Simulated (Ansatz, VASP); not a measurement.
# Si4Mo3 in VASP and in Ansatz

```
Si Mo
1.0
    -0.00010   -3.19905    0.00035
     3.19893    0.00009   -0.00003
    -1.59954    1.59849    9.51112
Si Mo
4 3
Direct
  0.43100 0.43112 0.86231
  0.56853 0.56860 0.13766
  0.85885 0.85894 0.71757
  0.14137 0.14128 0.28245
  0.00003 0.99976 0.00002
  0.29426 0.29438 0.58837
  0.70595 0.70591 0.41162
```

Change from the starting cell: cell x1, atoms moved at random (sigma 0.05 Å) and cell strained at random (1.5 %), then relaxed without symmetry.

Alike in both runs: functional PBE; k mesh 8 × 8 × 8; occupations gaussian, width 0.2 eV; no spin polarisation.

Ansatz relaxed the structure, and its values are those at the end. VASP's run is a single point on that final structure, the one shown.

|  | VASP | Ansatz |
| --- | --- | --- |
| version | VASP 6.6.1 | Ansatz 0.2.0 |
| potentials or method | VASP PAW PBE potentials, release 64 (Si, Mo_sv), cutoff 520 eV | scalar-relativistic, plane waves, PAW |
| valence electrons in the cell | 58 | 58 |

Ansatz gave:

* gap on the k mesh at the Fermi level (eV): none
* pressure (GPa): 0.0
* rms of the force components (eV/Å): 0.008

Question: Which values does VASP return?

Answer: gap on the k mesh at the Fermi level (eV): none; pressure (GPa): 0.2; rms of the force components (eV/Å): 0.005.

A gap of «none» marks a metal or a gap that the smearing closes.
